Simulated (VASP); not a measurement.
Input of a VASP 6.6.1 run:

INCAR

```
PREC = Accurate ; ENCUT = 600
EDIFF = 1E-7 ; ISMEAR = -1
SIGMA = 0.05 ; LREAL = F
LASPH = T ; NELM = 150
ALGO = Normal ; ISIF = 3
LWAVE = F ; LCHARG = F
ISPIN = 2 ; MAGMOM = 2 0
LORBIT = 11 ; LMAXMIX = 4
GGA = PS ; IBRION = 2
NSW = 60 ; EDIFFG = -0.01
```

KPOINTS

```
regular mesh
0
Gamma
  11 11 11
```

File POSCAR:

```
CoO
1.0
    0.0000000000      2.1315000000      2.1315000000
    2.1315000000      0.0000000000      2.1315000000
    2.1315000000      2.1315000000      0.0000000000
Co O
1 1
Direct
    0.0000000000      0.0000000000      0.0000000000
    0.5000000000      0.5000000000      0.5000000000
```

Potentials or basis: VASP PAW PBE potentials, release 64 (Co, O).

Launch:

```sh
$ cat potpaw_PBE.64/Co/POTCAR potpaw_PBE.64/O/POTCAR > POTCAR
$ mpirun -np 1 vasp_std > vasp.out
```

What does it give for the space group after relaxing (to 0.05 Å)?

Fm-3m (No. 225).

What does it give for the relaxed cell?

a = 2.945 Å, b = 2.945 Å, c = 2.945 Å, α = 60.00°, β = 60.00°, γ = 60.00°.

What does it give for the relaxed volume?

9.03 Å³/atom.

Step by step:
```tsv
step	energy change (eV)	largest force (eV/Å)	pressure (GPa)	volume (Å³)
1	0.0000	0.0000	-11.51	19.37
2	-0.0418	0.0000	4.03	17.48
3	-0.0495	0.0000	0.52	18.00
4	-0.0496	0.0000	0.04	18.05
```

Caveat: the PAW data sets were made with another functional, which shifts forces and pressure a little; a cell with one magnetic atom can't hold antiferromagnetic order, which such compounds often take.
